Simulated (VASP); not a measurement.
The system is GaP.

```
Ga P
1.0
     0.00000    2.72541    2.72541
     2.57497    0.00000    2.72541
     2.57497    2.72541    0.00000
Ga P
1 1
Direct
  0.00000 0.00000 0.00000
  0.25000 0.25000 0.25000
```

This cell differs from its parent crystal: uniaxial x strain -5.5%.

Program: VASP 6.6.1. Alike in all runs: task single point; potentials or basis VASP PAW PBE potentials, release 64 (Ga_d, P); no spin polarisation; cell as given; cutoff (eV) 520. Hardware: 1 thread of Intel(R) Xeon(R) Platinum 8559C (Emerald Rapids), with other jobs on the host.

Order these runs on this cell by their wall time, lowest first.
A. level r2SCAN; k mesh 8 × 8 × 8; smearing gaussian 0.01 eV
B. level PBE; k mesh 8 × 8 × 8; smearing fermi-dirac 0.02 eV
C. level PBE; k mesh 4 × 4 × 4; smearing gaussian 0.01 eV

C (5.6 s), B (19 s), A (86 s).

Caveats: some runs use coarse meshes.
